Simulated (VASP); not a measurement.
# CaS: single point with BLYP+D3(BJ)

The system is CaS.

```xyz
2
Lattice="0.0000 2.8415 2.8415 2.8415 0.0000 2.8415 2.8415 2.8415 0.0000" Properties=species:S:1:pos:R:3 pbc="T T T"
Ca    2.8415    2.8415    2.8415
S     0.0000    0.0000    0.0000
```

This cell differs from its parent crystal: volume scaled by 1.04.

```json
{
  "Program": "VASP 6.6.1",
  "Task": "single point",
  "Functional": "BLYP",
  "Dispersion": "D3(BJ)",
  "Potentials or basis": "VASP PAW PBE potentials, release 64 (Ca_sv, S)",
  "Cutoff": "500 eV",
  "k mesh": "8 × 8 × 8",
  "Occupations": "gaussian, width 0.05 eV",
  "Spin": "no spin polarisation"
}
```

```json
{
  "Pressure": "-2.2 GPa",
  "Band gap on the k mesh": "2.44 eV, indirect (least direct gap 3.22 eV)",
  "Dispersion energy per atom": "-0.771 eV"
}
```

Levels at points of the mesh, in eV from the valence-band top:
```csv
k point,band 5,band 6,band 7,band 8,band 9,band 10,band 11,band 12
"(0.00, 0.00, 0.00)",-11.31,0.00,0.00,0.00,4.12,4.12,4.12,4.40
"(0.50, 0.00, 0.00)",-10.51,-3.03,-1.17,-1.17,5.50,5.98,6.06,6.06
"(0.50, 0.50, 0.00)",-10.70,-2.20,-0.79,-0.79,2.44,5.47,6.11,6.62
```

Wall time 49 s on 1 thread of AMD EPYC 7R13, on a shared host, peak memory 0.15 GiB.

Caveat: the PAW data sets were made with another functional, which shifts forces and pressure a little. A k mesh can miss the band edges.
